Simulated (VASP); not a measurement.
# Mn (Fd-3m) in VASP: single point with PBEsol

Aim: the single point of Mn with PBEsol.

Everything below comes from runs of VASP 6.6.1. Logs are shortened: lines on timing, memory, paths and dates and some standing lists are left out, and cuts for length are marked.

## Step 1: The cell of the first run

Symmetry: Fd-3m, No. 227, cubic system. The conventional cell has a = 4.975 Å, b = 4.975 Å, c = 4.975 Å, α = 90.00°, β = 90.00°, γ = 90.00°. Mn (site symmetry -43m) has 4 Mn at 2.15 Å within 2.9 Å.

This isn't the form of Mn at room conditions, which is a 58-atom cubic cell.

## Step 2: Single point, PBEsol, collinear spin, antiferromagnetic start

The input, INCAR:

```
PREC = Accurate
ENCUT = 520
EDIFF = 1E-7
ISMEAR = -1
SIGMA = 0.05
LREAL = F
LASPH = T
NELM = 150
ALGO = Normal
ISIF = 2
LWAVE = F
LCHARG = F
ISPIN = 2
MAGMOM = 1.516 -1.516
LORBIT = 11
LMAXMIX = 4
GGA = PS
NBANDS = 24
```

The input, KPOINTS:

```
Automatic mesh
0
Gamma
  18 18 18
```

The input, POSCAR:

```
Mn
1.0
    0.0000000000      2.4876414994      2.4876414994
    2.4876414994      0.0000000000      2.4876414994
    2.4876414994      2.4876414994      0.0000000000
Mn
2
Direct
    0.1250000000      0.1250000000      0.1250000000
    0.8750000000      0.8750000000      0.8750000000
```

Potentials or basis: VASP PAW PBE potentials, release 64 (Mn_pv).

Started as:

```sh
$ cat potpaw_PBE.64/Mn_pv/POTCAR > POTCAR
$ mpirun -np 1 vasp_std > vasp.out
```

OUTCAR:

```text
PREC = Accurate
   ENCUT = 520
   EDIFF = 1E-7
   ISMEAR = -1
   LREAL = F
   LASPH = T
   NELM = 150
   ISIF = 2
   ISPIN = 2
   LORBIT = 11
   GGA = PS

 ion  position               nearest neighbor table
   1  0.125  0.125  0.125-   2 2.15   2 2.15   2 2.15   2 2.15
   2  0.875  0.875  0.875-   1 2.15   1 2.15   1 2.15   1 2.15

  LATTYP: Found a face centered cubic cell.
 ALAT       =     4.9752829988

  Lattice vectors:

 A1 = (   0.0000000000,   2.4876414994,   2.4876414994)
 A2 = (   2.4876414994,   0.0000000000,   2.4876414994)
 A3 = (   2.4876414994,   2.4876414994,   0.0000000000)

Analysis of symmetry for initial positions (statically):
=====================================================================
 Subroutine PRICEL returns:
 Original cell was already a primitive cell.

 Routine SETGRP: Setting up the symmetry group for a
 face centered cubic supercell.

 Subroutine GETGRP returns: Found 48 space group operations
 (whereof 12 operations were pure point group operations)
 out of a pool of 48 trial point group operations.

The static configuration has the point symmetry D_3d.
 The point group associated with its full space group is O_h .

Analysis of symmetry for dynamics (positions and initial velocities):
=====================================================================
 Subroutine PRICEL returns:
 Original cell was already a primitive cell.

 Routine SETGRP: Setting up the symmetry group for a
 face centered cubic supercell.

 Subroutine GETGRP returns: Found 48 space group operations
 (whereof 12 operations were pure point group operations)
 out of a pool of 48 trial point group operations.

The dynamic configuration has the point symmetry D_3d.
 The point group associated with its full space group is O_h .

Analysis of structural, dynamic, and magnetic symmetry:
=====================================================================
 Subroutine PRICEL returns:
 Original cell was already a primitive cell.

 Routine SETGRP: Setting up the symmetry group for a
 face centered cubic supercell.

 Subroutine GETGRP returns: Found 48 space group operations
 (whereof 12 operations were pure point group operations)
 out of a pool of 48 trial point group operations.

The overall configuration has the point symmetry D_3d.
 The point group associated with its full space group is O_h .

 Subroutine INISYM returns: Found 48 space group operations
 (whereof 12 operations are pure point group operations),
 and found     1 'primitive' translations

----------------------------------------------------------------------------------------

                                     Primitive cell

  volume of cell :      30.7888

  direct lattice vectors                    reciprocal lattice vectors
     0.000000000  2.487641499  2.487641499    -0.200993592  0.200993592  0.200993592
     2.487641499  0.000000000  2.487641499     0.200993592 -0.200993592  0.200993592
     2.487641499  2.487641499  0.000000000     0.200993592  0.200993592 -0.200993592

  length of vectors
     3.518056347  3.518056347  3.518056347     0.348131113  0.348131113  0.348131113

  position of ions in fractional coordinates (direct lattice)
     0.125000000  0.125000000  0.125000000
     0.875000000  0.875000000  0.875000000

  ion indices of the primitive-cell ions
   primitive index   ion index
                 1           1
                 2           2

----------------------------------------------------------------------------------------

 KPOINTS: Automatic mesh

Automatic generation of k-mesh.
 Grid dimensions read from file:
 generate k-points for:   18   18   18

 Generating k-lattice:

  Cartesian coordinates                     Fractional coordinates (reciprocal lattice)
    -0.011166311  0.011166311  0.011166311     0.055555556  0.000000000  0.000000000
     0.011166311 -0.011166311  0.011166311     0.000000000  0.055555556  0.000000000
     0.011166311  0.011166311 -0.011166311     0.000000000  0.000000000  0.055555556

  Length of vectors
     0.019340617  0.019340617  0.019340617

  Shift w.r.t. Gamma in fractional coordinates (k-lattice)
     0.000000000  0.000000000  0.000000000

 Subroutine IBZKPT returns following result:
 ===========================================

 Found    195 irreducible k-points:

 Following reciprocal coordinates:
            Coordinates               Weight
  0.000000  0.000000  0.000000      1.000000
  0.055556  0.000000  0.000000      8.000000
  0.111111  0.000000  0.000000      8.000000
  0.166667  0.000000  0.000000      8.000000
  0.222222  0.000000  0.000000      8.000000
  0.277778  0.000000  0.000000      8.000000
[... 16 lines left out ...]
 -0.277778  0.055556  0.000000     24.000000
 -0.222222  0.055556  0.000000     24.000000
 [... further k-points ...]
   k-points           NKPTS =    195   k-points in BZ     NKDIM =    195   number of bands    NBANDS=     24
   number of dos      NEDOS =    301   number of ions     NIONS =      2
   total plane-waves  NPLWV =  21952
   dimension x,y,z NGX =    28 NGY =   28 NGZ =   28
   dimension x,y,z NGXF=    56 NGYF=   56 NGZF=   56
   ions per type =               2
   NGX,Y,Z   is equivalent  to a cutoff of  13.23, 13.23, 13.23 a.u.
   NGXF,Y,Z  is equivalent  to a cutoff of  26.46, 26.46, 26.46 a.u.
 SYSTEM =  unknown system
   PREC   = accura    normal or accurate (medium, high low for compatibility)
   ISTART =      0    job   : 0-new  1-cont  2-samecut
   ICHARG =      2    charge: 1-file 2-atom 10-const
   ISPIN  =      2    spin polarized calculation?
   LNONCOLLINEAR =      F non collinear calculations
   LSORBIT =      F    spin-orbit coupling
   LASPH  =      T    aspherical Exc in radial PAW
   ENCUT  =  520.0 eV  38.22 Ry    6.18 a.u.   6.54  6.54  6.54*2*pi/ulx,y,z
   NELM   =    150;   NELMIN=  2; NELMDL= -5     # of ELM steps
   EDIFF  = 0.1E-06   stopping-criterion for ELM
   LREAL  =      F    real-space projection
   EDIFFG = 0.1E-05   stopping-criterion for IOM
   NSW    =      0    number of steps for IOM
   IBRION =     -1    ionic relax: 0-MD 1-quasi-New 2-CG
   NFREE  =      0    steps in history (QN), initial steepest desc. (CG)
   ISIF   =      2    stress and relaxation
   ISYM   =      2    0-nonsym 1-usesym 2-fastsym
   POTIM  = 0.5000    time-step for ionic-motion
   TEBEG  =    0.0;   TEEND  =   0.0 temperature during run
   PSTRESS=    0.0 pullay stress
   NELECT =      26.0000    total number of electrons
   NUPDOWN=      -1.0000    fix difference up-down
   EMIN   =  10.00;   EMAX   =-10.00  energy-range for DOS
   EFERMI =   0.00;   METHOD = LEGACY
   ISMEAR =    -1;   SIGMA  =   0.05  broadening in eV -4-tet -1-fermi 0-gaus
   EFERMI_NEDOS =   21; number of points for ismear=-14 and -15
   IALGO  =     38    algorithm
   IMIX   =      4    mixing-type and parameters
     AMIX     =   0.40;   BMIX     =  1.00
     AMIX_MAG =   1.60;   BMIX_MAG =  1.00
  volume/ion in A,a.u.               =      15.39       103.89
  Fermi-wavevector in a.u.,A,eV,Ry     =   1.547396  2.924155 32.578260  2.394435
  Thomas-Fermi vector in A             =   2.652495
   LORBIT       =     11    0 simple, 1 ext, 2 COOP (PROOUT), +10 PAW based schemes
   GGA     = PS    functional components
   LHFCALC =     F    Hartree Fock is set to
   AEXX    =    0.0000 exact exchange contribution
   IVDW    =     0    specifies the selected vdW correction
   LEPSILON=     F    determine dielectric tensor
   LRPA    =     F    only Hartree local field effects (RPA)
 spin polarized calculation
  energy-cutoff  :      520.00
  volume of cell :       30.79
 maximum number of plane-waves:       869
 NGX is ok and might be reduce to    28
   NGX = 13   NGY = 13   NGZ = 13

 number of electron      25.9999977 magnetization       0.0000000

 number of electron      25.9999977 magnetization      -0.0000000

 Free energy of the ion-electron system (eV)
  ---------------------------------------------------
  ext. energy  EPLUGINS =         0.00000000
  ---------------------------------------------------
  free energy    TOTEN  =       -16.56110462 eV

  energy without entropy =      -16.55560341  energy(sigma->0) =      -16.55835401

 E-fermi :   6.1338     XC(G=0): -11.7838

 val. band max:        6.1161384160   @ k =  -0.1111   0.0556   0.0000
 cond. band min:       6.1402939617   @ k =  -0.2778   0.4444   0.2222
 fundamental gap:      0.0241555457
 Fermi energy:         6.1338214872

 spin component 1

 k-point     1 :       0.0000    0.0000    0.0000
  band No.  band energies     occupation
      1     -42.5046      1.00000
      2     -42.5046      1.00000
      3     -42.5046      1.00000
      4     -40.6483      1.00000
      5     -40.6483      1.00000
      6     -40.6483      1.00000
[... 16 lines left out ...]
     23      20.4492      0.00000
     24      21.0048      0.00000
[... 598 lines left out ...]
      2     -42.5189      1.00000
      3     -42.5025      1.00000
      4     -40.6583      1.00000
      5     -40.6336      1.00000
      6     -40.6265      1.00000
[... 16 lines left out ...]
     23      22.0523      0.00000
     24      23.1180      0.00000

 [... further k-points ...]

 spin component 2

 k-point     1 :       0.0000    0.0000    0.0000
  band No.  band energies     occupation
      1     -42.5046      1.00000
      2     -42.5046      1.00000
      3     -42.5046      1.00000
      4     -40.6483      1.00000
      5     -40.6483      1.00000
      6     -40.6483      1.00000
[... 16 lines left out ...]
     23      20.4492      0.00000
     24      21.0048      0.00000
[... 598 lines left out ...]
      2     -42.5189      1.00000
      3     -42.5025      1.00000
      4     -40.6583      1.00000
      5     -40.6336      1.00000
      6     -40.6265      1.00000
[... 16 lines left out ...]
     23      22.0523      0.00000
     24      23.1180      0.00000

 [... further k-points ...]

------------------------ aborting loop because EDIFF is reached ----------------------------------------

  FORCE on cell =-STRESS in cart. coord.  units (eV):
  Direction    XX          YY          ZZ          XY          YZ          ZX
  --------------------------------------------------------------------------------------
  -------------------------------------------------------------------------------------
  Total        0.1101701      0.1101701      0.1101701     -0.0000000      0.0000000     -0.0000000
  in kB        5.7329863      5.7329863      5.7329863     -0.0000000      0.0000000     -0.0000000
  external PRESSURE =       5.7329863 kB  Pullay stress =       0.0000000 kB

 VOLUME and BASIS-vectors are now :
 -----------------------------------------------------------------------------
  energy-cutoff  :      520.00
  volume of cell :       30.79
      direct lattice vectors                 reciprocal lattice vectors
     0.000000000  2.487641499  2.487641499    -0.200993592  0.200993592  0.200993592
     2.487641499  0.000000000  2.487641499     0.200993592 -0.200993592  0.200993592
     2.487641499  2.487641499  0.000000000     0.200993592  0.200993592 -0.200993592

 POSITION                                       TOTAL-FORCE (eV/Angst)
 -----------------------------------------------------------------------------------
      0.62191      0.62191      0.62191        -0.000000      0.000000     -0.000000
      4.35337      4.35337      4.35337         0.000000     -0.000000      0.000000
 -----------------------------------------------------------------------------------
    total drift:                                0.000000     -0.000000     -0.000000

  FREE ENERGIE OF THE ION-ELECTRON SYSTEM (eV)
  ---------------------------------------------------
  free  energy   TOTEN  =       -16.5611046208 eV

  energy  without entropy=      -16.5556034056  energy(sigma->0) =      -16.55835401

 total charge

# of ion       s       p       d       tot
------------------------------------------
    1        0.487   6.265   5.267  12.020
    2        0.487   6.265   5.267  12.020
--------------------------------------------------
tot          0.975  12.531  10.534  24.040

 magnetization (x)

# of ion       s       p       d       tot
------------------------------------------
    1        0.041  -0.016   1.644   1.668
    2       -0.041   0.016  -1.644  -1.668
--------------------------------------------------
tot          0.000   0.000   0.000   0.000
```

It took 2.4 min on 1 thread of Intel Xeon 6975P-C (Granite Rapids), shared host; peak memory 0.31 GiB.

What came out:

| Property | Result |
| --- | --- |
| Free energy | -16.5611 eV |
| Pressure | 0.6 GPa |
| Band gap on the k mesh | zero (filled and empty bands overlap) |
| Net moment | 0.00 μB per cell |
| Site moments | Mn +1.67, -1.67 μB |
| Valence electrons inside the program's atomic spheres | Mn 12.02 |

Caveat: the PAW data sets were made with another functional, which shifts forces and pressure a little.
